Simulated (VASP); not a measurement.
Set up this calculation in VASP 6.6.1, as the native input.

```
Task                   : relaxation of cell and atoms
Functional             : PBEsol
Potentials or basis    : VASP PAW PBE potentials, release 64 (Ru_pv)
Cutoff                 : 500 eV
k mesh                 : 21 × 21 × 6
Occupations            : gaussian, width 0.1 eV
Spin                   : no spin polarisation
Dipole correction      : no
Further INCAR settings : ALGO = Normal; EDIFF = 1e-07; IBRION = 2; EDIFFG = -0.01; NSW = 100; ISIF = 3
```

The structure of Ru lies in POSCAR:

```
Ru
1.0
    2.6690461650      0.0000000000      0.0000000000
   -1.3345230825      2.3114617827      0.0000000000
    0.0000000000      0.0000000000      8.6650320218
Ru
4
Direct
    0.0000000000      0.0000000000      0.0000000000
    0.0000000000      0.0000000000      0.5000000000
    0.3333333333      0.6666666667      0.7500000000
    0.6666666667      0.3333333333      0.2500000000
```

One way to write it, as run:

INCAR

```
SYSTEM = Ru
PREC = Accurate ; ENCUT = 500
EDIFF = 1E-7 ; ISMEAR = 0
SIGMA = 0.1 ; LREAL = .FALSE.
LASPH = .TRUE. ; NELM = 120
ALGO = Normal ; ISIF = 3
LWAVE = .FALSE. ; LCHARG = .FALSE.
GGA = PS ; IBRION = 2
NSW = 100 ; EDIFFG = -0.01
GGA_COMPAT = .FALSE. ; NELMIN = 4
```

KPOINTS

```
Automatic mesh
0
G
  21 21 6
  0 0 0
```

Potentials or basis: VASP PAW PBE potentials, release 64 (Ru_pv).

Run with:

```console
$ cat potpaw_PBE.64/Ru_pv/POTCAR > POTCAR
$ mpirun -np 1 vasp_std > vasp.out
```

It gave:

```yaml
Relaxed_volume: 13.36 Å³/atom
Relaxed_cell: a = 2.676 Å, b = 2.676 Å, c = 8.617 Å, α = 90.00°, β = 90.00°, γ = 120.00°
Space_group_after_relaxing_to_0.1_Å: P6_3/mmc (No. 194)
Energy_gained_by_relaxing: 1.0 meV/atom
Ionic_steps: 3
Pressure_after_relaxing: 0.1 GPa
Band_gap_on_the_k_mesh: zero (bands 28 and 29 overlap by 3.02 eV)
```

Caveat: the PAW data sets were made with another functional, which shifts forces and pressure a little.

It took 5.2 min on 1 thread of Intel(R) Xeon(R) 6975P-C (Granite Rapids), on a shared host, peak memory 0.33 GiB.
